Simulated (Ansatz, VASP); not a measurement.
NiO in VASP and in Ansatz

Contents of INCAR:

```
ALGO = Normal ; EDIFF = 1E-6
ENCUT = 600 ; GGA = CA
GGA_COMPAT = False ; ISIF = 2
ISMEAR = -1 ; ISPIN = 2
LASPH = True ; LCHARG = False
LDAU = True ; LDAUJ = 0 0
LDAUL = 2 -1 ; LDAUPRINT = 1
LDAUTYPE = 2 ; LDAUU = 6.2 0
LMAXMIX = 4 ; LORBIT = 11
LREAL = False ; LWAVE = False
MAGMOM = 2 0 ; NBANDS = 19
NELM = 200 ; PREC = Accurate
SIGMA = 0.001
```

The input KPOINTS:

```
k-points
0
Gamma
  8 8 8
```

The input POSCAR:

```
NiO
1.0
    0.0000000000      2.1004800000      2.1004800000
    2.1004800000      0.0000000000      2.1004800000
    2.1004800000      2.1004800000      0.0000000000
Ni O
1 1
Direct
    0.0000000000      0.0000000000      0.0000000000
    0.5000000000      0.5000000000      0.5000000000
```

Input for Ansatz:

```yaml
crystal:
  lattice:
    - [0.0, 2.10048, 2.10048]
    - [2.10048, 0.0, 2.10048]
    - [2.10048, 2.10048, 0.0]
  atoms:
    - { symbol: Ni, position: [0.0, 0.0, 0.0], spin: 2.0 }
    - { symbol: O, position: [0.5, 0.5, 0.5] }
magnetization:
  spin_polarized: true
hamiltonian:
  xc: lda
  pseudopotentials: { kind: paw }
  hubbard: { sites: [{ species: Ni, l: d, u_eff: 6.2 }] }
basis:
  ecutwfc: 420
kpoints:
  mp_grid: { grid: [8, 8, 8] }
scf:
  occupations: { method: fermi_dirac, width: 0.001 }
  lower_state_search: "off"
  algorithm: density_mixing
  max_iter: 100
  mixing: {}
output:
  forces: true
  stress: true
```

Alike in both runs: task single point; functional LDA; k mesh 8 × 8 × 8; occupations fermi-dirac, width 0.001 eV; collinear spin; Hubbard terms Ni d U = 6.2 eV.

```csv
,VASP,Ansatz
version,VASP 6.6.1,Ansatz 0.2.0
potentials or method,"VASP PAW LDA potentials, release 64 (Ni, O), cutoff 600 eV","PAW, plane waves, scalar-relativistic"
valence electrons in the cell,16,24
```

Ansatz gave:

| Quantity | Value |
| --- | --- |
| pressure (GPa) | -8.8 |
| net moment per atom (μB) | 1.00 |
| size of the moment on the site where the two differ most (μB) | 1.69 |

Question: Estimate VASP's values.

Answer: Pressure (GPa): -19.4; net moment per atom (μB): 1.00; size of the moment on the site where the two differ most (μB): 1.78.

LDA's correlation is that of Perdew and Zunger in VASP and of Perdew and Wang (1992) in Ansatz. Site moments also hang on the region over which each program counts them. The programs project onto different local orbitals, so the same U acts differently, and such runs can settle in different states. VASP's potentials hold 16 valence electrons a cell and Ansatz's 24, so a difference there can come from the potentials and not from the codes.
